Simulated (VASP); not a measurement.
# Te (Pm-3m) in VASP: further runs

Runs on Te. Level: LDA. Tasks: single point.

Program: VASP 6.6.1. These are calculated values, not measurements. Logs are shortened: lines on timing, memory, paths and dates and some standing lists are left out, and cuts for length are marked.

## Step 1: The cell of the first run

Symmetry: Pm-3m, No. 221, cubic system. Conventional cell: a = 2.848 Å, b = 2.848 Å, c = 2.848 Å, α = 90.00°, β = 90.00°, γ = 90.00°. Within 3.8 Å of Te (site symmetry m-3m) lie 6 Te at 2.85 Å.

## Step 2: Single point, LDA (volume scaled by 0.75)

The input, INCAR:

```
PREC = Accurate ; ENCUT = 520
EDIFF = 1E-7 ; ISMEAR = -1
SIGMA = 0.1 ; LREAL = False
LASPH = True ; NELM = 80
ALGO = Normal ; ISIF = 2
LWAVE = False ; LCHARG = False
GGA = CA ; NBANDS = 9
```

The input, KPOINTS:

```
regular mesh
0
Gamma
  12 12 12
```

The input, POSCAR:

```
Te
1.0
    2.8479381223      0.0000000000      0.0000000000
    0.0000000000      2.8479381223      0.0000000000
    0.0000000000      0.0000000000      2.8479381223
Te
1
Direct
    0.0000000000      0.0000000000      0.0000000000
```

Potentials or basis: VASP PAW LDA potentials, release 64 (Te).

On the command line:

```bash
$ cat potpaw_LDA.64/Te/POTCAR > POTCAR
$ mpirun -np 1 vasp_std > vasp.out
```

OUTCAR:

```text
PREC = Accurate
   ENCUT = 520
   EDIFF = 1E-7
   ISMEAR = -1
   LREAL = False
   LASPH = True
   NELM = 80
   ISIF = 2
   GGA = CA

 ion  position               nearest neighbor table
   1  0.000  0.000  0.000-

  LATTYP: Found a simple cubic cell.
 ALAT       =     2.8479381223

  Lattice vectors:

 A1 = (   2.8479381223,   0.0000000000,   0.0000000000)
 A2 = (   0.0000000000,   2.8479381223,   0.0000000000)
 A3 = (   0.0000000000,   0.0000000000,   2.8479381223)

Analysis of symmetry for initial positions (statically):
=====================================================================
 Subroutine PRICEL returns:
 Original cell was already a primitive cell.

 Routine SETGRP: Setting up the symmetry group for a
 simple cubic supercell.

 Subroutine GETGRP returns: Found 48 space group operations
 (whereof 48 operations were pure point group operations)
 out of a pool of 48 trial point group operations.

The static configuration has the point symmetry O_h .

Analysis of symmetry for dynamics (positions and initial velocities):
=====================================================================
 Subroutine PRICEL returns:
 Original cell was already a primitive cell.

 Routine SETGRP: Setting up the symmetry group for a
 simple cubic supercell.

 Subroutine GETGRP returns: Found 48 space group operations
 (whereof 48 operations were pure point group operations)
 out of a pool of 48 trial point group operations.

The dynamic configuration has the point symmetry O_h .

 Subroutine INISYM returns: Found 48 space group operations
 (whereof 48 operations are pure point group operations),
 and found     1 'primitive' translations

----------------------------------------------------------------------------------------

                                     Primitive cell

  volume of cell :      23.0989

  direct lattice vectors                    reciprocal lattice vectors
     2.847938122  0.000000000  0.000000000     0.351131224  0.000000000  0.000000000
     0.000000000  2.847938122  0.000000000     0.000000000  0.351131224  0.000000000
     0.000000000  0.000000000  2.847938122     0.000000000  0.000000000  0.351131224

  length of vectors
     2.847938122  2.847938122  2.847938122     0.351131224  0.351131224  0.351131224

  position of ions in fractional coordinates (direct lattice)
     0.000000000  0.000000000  0.000000000

  ion indices of the primitive-cell ions
   primitive index   ion index
                 1           1

----------------------------------------------------------------------------------------

 KPOINTS: regular mesh

Automatic generation of k-mesh.
 Grid dimensions read from file:
 generate k-points for:   12   12   12

 Generating k-lattice:

  Cartesian coordinates                     Fractional coordinates (reciprocal lattice)
     0.029260935  0.000000000  0.000000000     0.083333333  0.000000000  0.000000000
     0.000000000  0.029260935  0.000000000     0.000000000  0.083333333  0.000000000
     0.000000000  0.000000000  0.029260935     0.000000000  0.000000000  0.083333333

  Length of vectors
     0.029260935  0.029260935  0.029260935

  Shift w.r.t. Gamma in fractional coordinates (k-lattice)
     0.000000000  0.000000000  0.000000000

 Subroutine IBZKPT returns following result:
 ===========================================

 Found     84 irreducible k-points:

 Following reciprocal coordinates:
            Coordinates               Weight
  0.000000  0.000000  0.000000      1.000000
  0.083333  0.000000  0.000000      6.000000
  0.166667  0.000000  0.000000      6.000000
  0.250000  0.000000  0.000000      6.000000
  0.333333  0.000000  0.000000      6.000000
  0.416667  0.000000  0.000000      6.000000
[... 16 lines left out ...]
  0.333333  0.333333  0.000000     12.000000
  0.416667  0.333333  0.000000     24.000000
 [... further k-points ...]
   k-points           NKPTS =     84   k-points in BZ     NKDIM =     84   number of bands    NBANDS=      9
   number of dos      NEDOS =    301   number of ions     NIONS =      1
   total plane-waves  NPLWV =  13824
   dimension x,y,z NGX =    24 NGY =   24 NGZ =   24
   dimension x,y,z NGXF=    48 NGYF=   48 NGZF=   48
   ions per type =               1
   NGX,Y,Z   is equivalent  to a cutoff of  14.01, 14.01, 14.01 a.u.
   NGXF,Y,Z  is equivalent  to a cutoff of  28.02, 28.02, 28.02 a.u.
 SYSTEM =  unknown system
   PREC   = accura    normal or accurate (medium, high low for compatibility)
   ISTART =      0    job   : 0-new  1-cont  2-samecut
   ICHARG =      2    charge: 1-file 2-atom 10-const
   ISPIN  =      1    spin polarized calculation?
   LNONCOLLINEAR =      F non collinear calculations
   LSORBIT =      F    spin-orbit coupling
   LASPH  =      T    aspherical Exc in radial PAW
   ENCUT  =  520.0 eV  38.22 Ry    6.18 a.u.   5.30  5.30  5.30*2*pi/ulx,y,z
   NELM   =     80;   NELMIN=  2; NELMDL= -5     # of ELM steps
   EDIFF  = 0.1E-06   stopping-criterion for ELM
   LREAL  =      F    real-space projection
   EDIFFG = 0.1E-05   stopping-criterion for IOM
   NSW    =      0    number of steps for IOM
   IBRION =     -1    ionic relax: 0-MD 1-quasi-New 2-CG
   NFREE  =      0    steps in history (QN), initial steepest desc. (CG)
   ISIF   =      2    stress and relaxation
   ISYM   =      2    0-nonsym 1-usesym 2-fastsym
   POTIM  = 0.5000    time-step for ionic-motion
   TEBEG  =    0.0;   TEEND  =   0.0 temperature during run
   PSTRESS=    0.0 pullay stress
   NELECT =       6.0000    total number of electrons
   NUPDOWN=      -1.0000    fix difference up-down
   EMIN   =  10.00;   EMAX   =-10.00  energy-range for DOS
   EFERMI =   0.00;   METHOD = LEGACY
   ISMEAR =    -1;   SIGMA  =   0.10  broadening in eV -4-tet -1-fermi 0-gaus
   EFERMI_NEDOS =   21; number of points for ismear=-14 and -15
   IALGO  =     38    algorithm
   IMIX   =      4    mixing-type and parameters
     AMIX     =   0.40;   BMIX     =  1.00
     AMIX_MAG =   1.60;   BMIX_MAG =  1.00
  volume/ion in A,a.u.               =      23.10       155.88
  Fermi-wavevector in a.u.,A,eV,Ry     =   1.044547  1.973908 14.845026  1.091079
  Thomas-Fermi vector in A             =   2.179304
   LORBIT       =      0    0 simple, 1 ext, 2 COOP (PROOUT), +10 PAW based schemes
   GGA     = CA    functional components
   LHFCALC =     F    Hartree Fock is set to
   AEXX    =    0.0000 exact exchange contribution
   IVDW    =     0    specifies the selected vdW correction
   LEPSILON=     F    determine dielectric tensor
   LRPA    =     F    only Hartree local field effects (RPA)
 non-spin polarized calculation
  energy-cutoff  :      520.00
  volume of cell :       23.10
 maximum number of plane-waves:       635
 NGX is ok and might be reduce to    24
   NGX = 11   NGY = 11   NGZ = 11

 number of electron       5.9999999 magnetization

 Free energy of the ion-electron system (eV)
  ---------------------------------------------------
  ext. energy  EPLUGINS =         0.00000000
  ---------------------------------------------------
  free energy    TOTEN  =        -3.15640327 eV

  energy without entropy =       -3.13706572  energy(sigma->0) =       -3.14673449

 E-fermi :  11.8266     XC(G=0): -11.0033

 val. band max:       11.7702646357   @ k =   0.0833   0.0000   0.0000
 cond. band min:      11.8323143646   @ k =   0.4167   0.1667   0.0833
 fundamental gap:      0.0620497289
 Fermi energy:        11.8266449450

 k-point     1 :       0.0000    0.0000    0.0000
  band No.  band energies     occupation
      1      -5.2314      2.00000
      2      13.2066      0.00000
      3      13.2066      0.00000
      4      13.2066      0.00000
      5      17.3250      0.00000
      6      17.3250      0.00000
      7      19.6499      0.00000
      8      30.9319      0.00000
      9      30.9325      0.00000

 k-point     2 :       0.0833    0.0000    0.0000
  band No.  band energies     occupation
      1      -5.1093      2.00000
      2      11.7703      1.27466
      3      13.3285      0.00000
      4      13.3285      0.00000
      5      17.4165      0.00000
      6      18.2593      0.00000
      7      20.4010      0.00000
      8      29.3700      0.00000
      9      29.3765      0.00000

 k-point     3 :       0.1667    0.0000    0.0000
  band No.  band energies     occupation
      1      -4.7467      2.00000
      2       9.3548      2.00000
      3      13.6820      0.00000
      4      13.6820      0.00000
      5      17.6896      0.00000
      6      18.9991      0.00000
      7      22.8049      0.00000
      8      27.5583      0.00000
      9      27.5617      0.00000

 k-point     4 :       0.2500    0.0000    0.0000
  band No.  band energies     occupation
      1      -4.1601      2.00000
      2       6.9782      2.00000
      3      14.2257      0.00000
      4      14.2257      0.00000
      5      18.1381      0.00000
      6      19.5740      0.00000
      7      25.6243      0.00000
      8      25.8174      0.00000
      9      25.8205      0.00000
[... 205 lines left out ...]
 k-point    22 :       0.5000    0.2500    0.0000
  band No.  band energies     occupation
      1      -1.1147      2.00000
      2       3.5675      2.00000
      3       9.6543      2.00000
      4      15.2801      0.00000
      5      16.7676      0.00000
      6      22.0607      0.00000
      7      22.9513      0.00000
      8      23.5567      0.00000
      9      27.9989      0.00000

 k-point    23 :       0.3333    0.3333    0.0000
  band No.  band energies     occupation
      1      -1.5410      2.00000
      2       6.2216      2.00000
      3       6.9056      2.00000
      4      15.3231      0.00000
      5      16.5880      0.00000
      6      21.1918      0.00000
      7      25.4480      0.00000
      8      25.5707      0.00000
      9      25.7571      0.00000

 k-point    24 :       0.4167    0.3333    0.0000
  band No.  band energies     occupation
      1      -0.7258      2.00000
      2       4.8810      2.00000
      3       7.2323      2.00000
      4      14.0174      0.00000
      5      17.1877      0.00000
      6      22.0341      0.00000
      7      24.4587      0.00000
      8      24.5606      0.00000
      9      26.2737      0.00000

 [... further k-points ...]
[... 5 lines left out ...]
  --------------------------------------------------------------------------------------
  -------------------------------------------------------------------------------------
  Total        4.9013793      4.9013793      4.9013793     -0.0000000      0.0000000     -0.0000000
  in kB      339.9673768    339.9673768    339.9673768     -0.0000000      0.0000000     -0.0000000
  external PRESSURE =     339.9673768 kB  Pullay stress =       0.0000000 kB

 VOLUME and BASIS-vectors are now :
 -----------------------------------------------------------------------------
  energy-cutoff  :      520.00
  volume of cell :       23.10
      direct lattice vectors                 reciprocal lattice vectors
     2.847938122  0.000000000  0.000000000     0.351131224  0.000000000  0.000000000
     0.000000000  2.847938122  0.000000000     0.000000000  0.351131224  0.000000000
     0.000000000  0.000000000  2.847938122     0.000000000  0.000000000  0.351131224

 POSITION                                       TOTAL-FORCE (eV/Angst)
 -----------------------------------------------------------------------------------
      0.00000      0.00000      0.00000         0.000000      0.000000      0.000000
 -----------------------------------------------------------------------------------
    total drift:                               -0.000000      0.000000      0.000000

  FREE ENERGIE OF THE ION-ELECTRON SYSTEM (eV)
  ---------------------------------------------------
  free  energy   TOTEN  =        -3.1564032675 eV

  energy  without entropy=       -3.1370657162  energy(sigma->0) =       -3.14673449
```

Run time: 8.4 s. Hardware: 1 thread of Intel Xeon 6975P-C, shared host; peak memory 0.14 GiB.

Results:

```
Free energy            : -3.1564 eV
Pressure               : 34.0 GPa
Band gap on the k mesh : zero (band 3 reaches 15.70 eV, above the bottom of band 4 at 7.33 eV)
```

Caveat: spin-orbit coupling is left out, which moves the levels of the heavy elements.

## Step 3: Single point, LDA (volume scaled by 0.85)

The input, INCAR:

```
SYSTEM = Te
PREC = Accurate ; ENCUT = 520
EDIFF = 1E-7 ; ISMEAR = -1
SIGMA = 0.1 ; LREAL = .FALSE.
LASPH = .TRUE. ; NELM = 80
ALGO = Normal ; ISIF = 2
LWAVE = .FALSE. ; LCHARG = .TRUE.
LELF = .TRUE. ; LVHAR = .TRUE.
NBANDS = 9
```

The input, KPOINTS:

```
Automatic mesh
0
G
  12 12 12
  0 0 0
```

The input, POSCAR:

```
Te
1.0
    2.9692705431      0.0000000000      0.0000000000
    0.0000000000      2.9692705431      0.0000000000
    0.0000000000      0.0000000000      2.9692705431
Te
1
Direct
    0.0000000000      0.0000000000      0.0000000000
```

Potentials or basis: VASP PAW LDA potentials, release 64 (Te).

On the command line:

```bash
$ cat potpaw_LDA.64/Te/POTCAR > POTCAR
$ mpirun -np 1 vasp_std > vasp.out
```

Run time: 7.9 s. Hardware: 1 thread of Intel Xeon 6975P-C, shared host; peak memory 0.14 GiB.

The run converged. Its results:

* Free energy: -3.6084 eV
* Pressure: 14.7 GPa
* Band gap on the k mesh: zero (band 3 reaches 12.97 eV, above the bottom of band 4 at 5.74 eV)

Levels at points of the mesh, in eV from the Fermi level:
```tsv
k point	band 1	band 2	band 3	band 4	band 5	band 6	band 7
(0.00, 0.00, 0.00)	-15.66	1.32	1.32	1.32	5.70	5.70	7.24
(0.50, 0.00, 0.00)	-13.18	-7.94	3.33	3.33	7.88	9.76	10.79
(0.50, 0.50, 0.00)	-10.55	-5.84	-5.84	0.78	5.36	12.14	12.63
(0.50, 0.50, 0.50)	-7.63	-3.89	-3.89	-3.89	3.59	3.59	3.59
```

Caveat: spin-orbit coupling is left out, which moves the levels of the heavy elements.

## Step 4: Single point, LDA (volume scaled by 0.95)

The input, INCAR:

```
SYSTEM = Te
ALGO     = Normal         ! electronic algorithm
EDIFF    = 1E-7           ! SCF threshold, eV
ENCUT    = 520            ! plane-wave cutoff, eV
ISIF     = 2              ! what is computed and relaxed
ISMEAR   = -1             ! smearing method
LASPH    = .TRUE.         ! aspherical terms in the spheres
LCHARG   = .FALSE.        ! write CHGCAR
LREAL    = .FALSE.        ! projectors in reciprocal space
LWAVE    = .FALSE.        ! write WAVECAR
NBANDS   = 9              ! bands
NELM     = 100            ! most SCF steps
PREC     = Accurate       ! precision mode
SIGMA    = 0.1            ! smearing width, eV
```

The input, KPOINTS:

```
k-points
0
G
  12 12 12
  0 0 0
```

The input, POSCAR:

```
Te
1.0
    3.0814230699      0.0000000000      0.0000000000
    0.0000000000      3.0814230699      0.0000000000
    0.0000000000      0.0000000000      3.0814230699
Te
1
Direct
    0.0000000000      0.0000000000      0.0000000000
```

Potentials or basis: VASP PAW LDA potentials, release 64 (Te).

On the command line:

```bash
$ cat potpaw_LDA.64/Te/POTCAR > POTCAR
$ mpirun -np 1 vasp_std > vasp.out
```

OUTCAR:

```text
SYSTEM = Te
   EDIFF = 1E-7
   ENCUT = 520
   ISIF = 2
   ISMEAR = -1
   LASPH = .TRUE.
   LREAL = .FALSE.
   NELM = 100
   PREC = Accurate

 ion  position               nearest neighbor table
   1  0.000  0.000  0.000-

  LATTYP: Found a simple cubic cell.
 ALAT       =     3.0814230699

  Lattice vectors:

 A1 = (   3.0814230699,   0.0000000000,   0.0000000000)
 A2 = (   0.0000000000,   3.0814230699,   0.0000000000)
 A3 = (   0.0000000000,   0.0000000000,   3.0814230699)

Analysis of symmetry for initial positions (statically):
=====================================================================
[... 460 lines left out ...]
      6      17.5542      0.00000
      7      20.0156      0.00000
      8      20.2990      0.00000
      9      21.3600      0.00000

 [... further k-points ...]
[... 5 lines left out ...]
  --------------------------------------------------------------------------------------
  -------------------------------------------------------------------------------------
  Total        0.6717775      0.6717775      0.6717775      0.0000000      0.0000000     -0.0000000
  in kB       36.7859572     36.7859572     36.7859572      0.0000000      0.0000000     -0.0000000
  external PRESSURE =      36.7859572 kB  Pullay stress =       0.0000000 kB

 VOLUME and BASIS-vectors are now :
 -----------------------------------------------------------------------------
  energy-cutoff  :      520.00
  volume of cell :       29.26
      direct lattice vectors                 reciprocal lattice vectors
     3.081423070  0.000000000  0.000000000     0.324525382  0.000000000  0.000000000
     0.000000000  3.081423070  0.000000000     0.000000000  0.324525382  0.000000000
     0.000000000  0.000000000  3.081423070     0.000000000  0.000000000  0.324525382

 POSITION                                       TOTAL-FORCE (eV/Angst)
 -----------------------------------------------------------------------------------
      0.00000      0.00000      0.00000         0.000000      0.000000      0.000000
 -----------------------------------------------------------------------------------
    total drift:                               -0.000000      0.000000      0.000000

  FREE ENERGIE OF THE ION-ELECTRON SYSTEM (eV)
  ---------------------------------------------------
  free  energy   TOTEN  =        -3.7754684881 eV

  energy  without entropy=       -3.7563205761  energy(sigma->0) =       -3.76589453
```

OSZICAR:

```text
N       E                     dE             d eps       ncg     rms          rms(c)
DAV:   1     0.103486821791E+02    0.10349E+02   -0.23347E+03  1512   0.509E+02
DAV:   2    -0.343909211745E+01   -0.13788E+02   -0.13105E+02  2070   0.706E+01
DAV:   3    -0.377659346120E+01   -0.33750E+00   -0.33559E+00  1838   0.112E+01
DAV:   4    -0.377873492635E+01   -0.21415E-02   -0.21413E-02  2104   0.107E+00
DAV:   5    -0.377874913921E+01   -0.14213E-04   -0.14212E-04  1924   0.741E-02    0.920E+00
DAV:   6    -0.377670905705E+01    0.20401E-02   -0.31756E-04  1951   0.105E-01    0.558E+00
DAV:   7    -0.377545909218E+01    0.12500E-02   -0.82409E-04  1720   0.166E-01    0.543E-02
DAV:   8    -0.377546635503E+01   -0.72629E-05   -0.21497E-05  1897   0.311E-02    0.285E-02
DAV:   9    -0.377546843328E+01   -0.20782E-05   -0.11593E-06  1903   0.766E-03    0.149E-02
DAV:  10    -0.377546848807E+01   -0.54797E-07   -0.28863E-08  1825   0.996E-04
   1 F= -.37754685E+01 E0= -.37658945E+01  d E =-.191479E-01
```

It took 7.2 s on 1 thread of Intel Xeon 6975P-C, shared host; peak memory 0.14 GiB.

Results:

```
Free energy            : -3.7755 eV
Pressure               : 3.7 GPa
Band gap on the k mesh : zero (band 3 reaches 10.78 eV, above the bottom of band 4 at 4.48 eV)
```

Caveat: spin-orbit coupling is left out, which moves the levels of the heavy elements.

## Step 5: Summary

| cell | gap on the mesh (eV) | pressure (GPa) |
| --- | --- | --- |
| a = 2.848 Å, 1 atom | none | 34.0 |
| a = 2.969 Å, 1 atom | none | 14.7 |
| a = 3.081 Å, 1 atom | none | 3.7 |

Alike in all rows: task single point; level LDA; potentials or basis VASP PAW LDA potentials, release 64 (Te); no spin polarisation; k mesh 12 × 12 × 12; cutoff (eV) 520; smearing fermi-dirac 0.1 eV.

Caveats: spin-orbit coupling is left out, which moves the levels of the heavy elements.

Total energies depend on the potentials used, so only differences within one code and one set of settings carry meaning.
